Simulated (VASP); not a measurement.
Crystal: In.

```
In
1.0
    -1.84410    1.84410    1.84410
     1.84410   -1.84410    1.84410
     1.84410    1.84410   -1.84410
In
1
Direct
  0.00000 0.00000 0.00000
```

This cell differs from its parent crystal: volume scaled by 0.94.

Base run:

| Quantity | Value |
| --- | --- |
| Program | VASP 6.6.1 |
| Functional | PBEsol |
| Potentials or basis | VASP PAW PBE potentials, release 64 (In_d) |
| Cutoff | 520 eV |
| k mesh | 10 × 10 × 10 |
| Occupations | fermi-dirac, width 0.05 eV |
| Spin | no spin polarisation |

Its results: pressure 1.2 GPa.

Question: The run is repeated on the same cell with these changes: functional from PBEsol to r2SCAN; cutoff from 520 eV to 550 eV. What comes out?

Answer: Pressure 2.6 GPa.

Caveats: the PAW data sets were made with another functional, which shifts forces and pressure a little.
